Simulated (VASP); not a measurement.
Set up this calculation in VASP 6.6.1, as the native input.

| Item | Value |
| --- | --- |
| Task | single point |
| Functional | PBE |
| Potentials or basis | VASP PAW PBE potentials, release 64 (In_d, Sb, O) |
| Cutoff | 520 eV |
| k mesh | 12 × 12 × 10 |
| Occupations | gaussian, width 0.1 eV |
| Spin | no spin polarisation |
| Dipole correction | no |
| Further INCAR settings | ALGO = Fast; EDIFF = 1e-07; NBANDS = 19 |

The structure of InSbO lies in POSCAR:

```
InSbO
1.0
    3.8814732410      0.0000000000      0.0000000000
   -1.9407366205      3.3614544308      0.0000000000
    0.0000000000      0.0000000000      5.3571460597
In Sb O
1 1 1
Direct
    0.0000000000      0.0000000000      0.0000000000
    0.3333333333      0.6666666667      0.5000000000
    0.6666666667      0.3333333333      0.5000000000
```

The cell was generated, and may not be a known phase.

The input as run:

INCAR

```
SYSTEM = InSbO
ALGO = Fast ; EDIFF = 1E-7
ENCUT = 520 ; GGA = PE
ISIF = 2 ; ISMEAR = 0
LASPH = .TRUE. ; LCHARG = .FALSE.
LREAL = .FALSE. ; LWAVE = .FALSE.
NBANDS = 19 ; NELM = 80
PREC = Accurate ; SIGMA = 0.1
```

KPOINTS

```
k-points
0
G
  12 12 10
  0 0 0
```

Potentials or basis: VASP PAW PBE potentials, release 64 (In_d, Sb, O).

Command:

```bash
$ cat potpaw_PBE.64/In_d/POTCAR potpaw_PBE.64/Sb/POTCAR potpaw_PBE.64/O/POTCAR > POTCAR
$ mpirun -np 1 vasp_std > vasp.out
```

Results of the run:

```
Pressure               : -0.3 GPa
Band gap on the k mesh : zero (bands 12 and 13 overlap by 3.04 eV)
```

Caveat: spin-orbit coupling is left out, which moves the levels of the heavy elements.

It took 2.1 min on 1 thread of Oxide Virtual Turin-like Processor (shared host), peak memory 0.27 GiB.
